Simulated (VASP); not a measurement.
# Ca3Zr2N (P6/mmm) in VASP: notebook, part 2 of 2

VASP 6.6.1. The steps go on from the part before.

## 4. Relaxation of cell and atoms, PBE

INCAR reads:

```
SYSTEM = Ca3Zr2N
PREC = Accurate
ENCUT = 600
EDIFF = 1E-7
ISMEAR = 0
SIGMA = 0.1
LREAL = .FALSE.
LASPH = .TRUE.
NELM = 100
ALGO = Normal
ISIF = 3
LWAVE = .FALSE.
LCHARG = .FALSE.
GGA = PE
IBRION = 2
NSW = 90
EDIFFG = -0.04
```

KPOINTS reads:

```
regular mesh
0
G
  6 6 4
  0 0 0
```

POSCAR reads:

```
Ca3Zr2N
1.0
    4.9322193500      0.0000000000      0.0000000000
   -2.4661096800      4.2714272500      0.0000000000
    0.0000000000      0.0000000000      5.8102522800
Ca Zr N
3 2 1
Direct
    0.5000000000      0.0000000000      0.0000000000
    0.0000000000      0.5000000000      0.0000000000
    0.5000000000      0.5000000000      0.0000000000
    0.0000000000      0.0000000000      0.2133001100
    0.0000000000      0.0000000000      0.7866998900
    0.0000000000      0.0000000000      0.5000000000
```

On the command line:

```
$ cat potpaw_PBE.64/Ca_sv/POTCAR potpaw_PBE.64/Zr_sv/POTCAR potpaw_PBE.64/N/POTCAR > POTCAR
$ mpirun -np 1 vasp_std > vasp.out
```

Wall time 36 min (1 thread of Intel Xeon Platinum 8488C (Sapphire Rapids), shared host); peak memory 0.34 GiB.

Results (log left out):

```yaml
Free_energy: -27.4306 eV
Relaxed_volume: 45.42 Å³/atom
Relaxed_cell: a = 6.940 Å, b = 6.940 Å, c = 6.533 Å, α = 90.00°, β = 90.00°, γ = 120.00°
Space_group_after_relaxing_to_0.1_Å: P6/mmm (No. 191)
Energy_gained_by_relaxing: 2504.4 meV/atom
Ionic_steps: 19
Pressure_after_relaxing: 0.0 GPa
Largest_force_after_relaxing: 0.006 eV/Å
Band_gap_on_the_k_mesh: zero (an odd number of electrons rules out a gap without spin polarisation)
```

Forces in eV/Å, atoms in the order of the input:
```
Ca   0.000  0.000  0.000
Ca   0.000  0.000  0.000
Ca   0.000  0.000  0.000
Zr   0.000  0.000  0.006
Zr   0.000  0.000 -0.006
N    0.000  0.000  0.000
```

Step by step:
```
step  energy change (eV)  largest force (eV/Å)  pressure (GPa)  volume (Å³)
   1              0.0000                4.9402           50.80       122.41
   2             -8.3372                3.0686           -0.03       275.12
   3             -8.6517                5.7561            7.13       202.19
   4             -8.7664                5.0260            4.42       224.11
   5            -13.5500                3.4167           -4.03       305.89
   6            -13.7025                3.0616           -4.64       322.39
   7            -12.6115               11.8545            6.38       270.14
   8            -14.8709                0.2870           -1.70       296.96
   9            -14.8769                0.5455           -1.51       295.93
  10            -14.8781                0.7062           -1.39       295.31
  11            -15.0051                0.1627           -0.53       279.54
  12            -15.0149                0.0306           -0.18       274.23
  13            -15.0182                0.4393            0.33       271.36
  14            -15.0197                0.2691            0.14       272.38
  15            -15.0253                0.1258            0.09       272.26
  16            -15.0262                0.0356            0.07       272.18
  17            -15.0262                0.0421            0.08       272.19
  18            -15.0260                0.0800           -0.07       273.02
  19            -15.0263                0.0059            0.02       272.51
```

Final structure:
```
CELL_PARAMETERS angstrom
6.94037 0.00000 0.00000
-3.47019 6.01054 0.00000
0.00000 0.00000 6.53265
ATOMIC_POSITIONS crystal
Ca 0.50000 0.00000 0.00000
Ca 0.00000 0.50000 0.00000
Ca 0.50000 0.50000 0.00000
Zr 0.00000 0.00000 0.20909
Zr 0.00000 0.00000 0.79091
N 0.00000 0.00000 0.50000
```

Levels at points of the mesh, in eV from the Fermi level:
| k point | band 28 | band 29 | band 30 | band 31 | band 32 | band 33 |
| --- | --- | --- | --- | --- | --- | --- |
| (0.00, 0.00, 0.00) | -0.30 | 0.09 | 0.09 | 0.10 | 0.48 | 1.01 |
| (0.50, 0.00, 0.00) | -0.46 | 0.09 | 0.13 | 0.51 | 0.68 | 0.93 |
| (0.00, 0.00, 0.50) | -0.56 | -0.54 | -0.54 | -0.25 | 0.83 | 1.09 |
| (0.50, 0.00, 0.50) | -0.47 | -0.28 | -0.15 | 0.20 | 0.35 | 0.61 |

Caveat: the volume moved by over 15 % at a fixed basis, so the end points are rough.

## 5. Single point, PBE

This run uses another cell than the first one, of 47.90 Å³/atom.

INCAR reads:

```
SYSTEM = Ca3Zr2N
ALGO     = Normal         ! electronic algorithm
EDIFF    = 1E-7           ! SCF threshold, eV
ENCUT    = 520            ! plane-wave cutoff, eV
GGA      = PE             ! functional
ISIF     = 2              ! what is computed and relaxed
ISMEAR   = 0              ! smearing method
LASPH    = .True.         ! aspherical terms in the spheres
LCHARG   = .False.        ! write CHGCAR
LREAL    = .False.        ! projectors in reciprocal space
LWAVE    = .False.        ! write WAVECAR
NBANDS   = 38             ! bands
NELM     = 80             ! most SCF steps
PREC     = Accurate       ! precision mode
SIGMA    = 0.1            ! smearing width, eV
```

KPOINTS reads:

```
k-points
0
Gamma
  6 6 6
  0 0 0
```

POSCAR reads:

```
Ca3Zr2N
1.0
    7.1082674283      0.0000000000      0.0000000000
   -3.5541337142      6.1559401698      0.0000000000
    0.0000000000      0.0000000000      6.5676679982
Ca Zr N
3 2 1
Direct
    0.5000000000      0.0000000000      0.0000000000
    0.0000000000      0.5000000000      0.0000000000
    0.5000000000      0.5000000000      0.0000000000
    0.0000000000      0.0000000000      0.2110685713
    0.0000000000      0.0000000000      0.7889314287
    0.0000000000      0.0000000000      0.5000000000
```

On the command line:

```
$ cat potpaw_PBE.64/Ca_sv/POTCAR potpaw_PBE.64/Zr_sv/POTCAR potpaw_PBE.64/N/POTCAR > POTCAR
$ mpirun -np 1 vasp_std > vasp.out
```

It took 13 min on 1 thread of Intel Xeon Platinum 8488C (Sapphire Rapids), shared host; peak memory 0.55 GiB.

Results (log left out):

- Free energy: -27.9019 eV
- Pressure: 0.1 GPa
- Largest force: 0.062 eV/Å
- Band gap on the k mesh: zero (an odd number of electrons rules out a gap without spin polarisation)

Forces on the atoms (eV/Å):
```
Ca   0.000  0.000  0.000
Ca   0.000  0.000  0.000
Ca   0.000  0.000  0.000
Zr   0.000  0.000 -0.062
Zr   0.000  0.000  0.062
N    0.000  0.000  0.000
```

Stress tensor (GPa, compression positive):
```
0.02 0.00 0.00
0.00 0.02 0.00
0.00 0.00 0.16
```

Levels at points of the mesh, in eV from the Fermi level:
| k point | band 28 | band 29 | band 30 | band 31 | band 32 | band 33 |
| --- | --- | --- | --- | --- | --- | --- |
| (0.00, 0.00, 0.00) | -0.28 | 0.04 | 0.04 | 0.14 | 0.50 | 1.06 |
| (0.50, 0.00, 0.00) | -0.48 | 0.10 | 0.17 | 0.53 | 0.73 | 0.89 |
| (0.00, 0.00, 0.50) | -0.55 | -0.47 | -0.47 | -0.21 | 0.89 | 1.05 |
| (0.50, 0.00, 0.50) | -0.44 | -0.30 | -0.11 | 0.21 | 0.40 | 0.62 |

## 6. Summary

```tsv
task	cell	k mesh	cutoff (eV)	gap on the mesh (eV)	pressure (GPa)	largest force (eV/Å)
single point	a = 4.932, b = 4.932, c = 5.810 Å, angles 90.0, 90.0, 120.0°, 6 atoms, atomic positions A	6 × 6 × 4	520	none	50.8	4.95
single point	a = 7.104, b = 7.104, c = 6.548 Å, angles 90.0, 90.0, 120.0°, 6 atoms, atomic positions B	6 × 6 × 4	520	none	0.1	0.06
relaxation of cell and atoms	relaxed from a = 4.932, b = 4.932, c = 5.810 Å, angles 90.0, 90.0, 120.0°, 6 atoms, atomic positions A	6 × 6 × 4	600	none	0.0	0.01
single point	a = 7.108, b = 7.108, c = 6.568 Å, angles 90.0, 90.0, 120.0°, 6 atoms, atomic positions C	6 × 6 × 6	520	none	0.1	0.06
```

Alike in all rows: level PBE; potentials or basis VASP PAW PBE potentials, release 64 (Ca_sv, Zr_sv, N); no spin polarisation; smearing gaussian 0.1 eV.

Caveats: the stress differs along the axes, from 42 to 68 GPa (at least some runs); forces of over 1 eV/Å act on the atoms, so gaps and moduli don't describe the material at rest (at least some runs); the volume moved by over 15 % at a fixed basis, so the end points are rough (at least some runs).

Absolute energies hang on the potentials; compare differences alone.
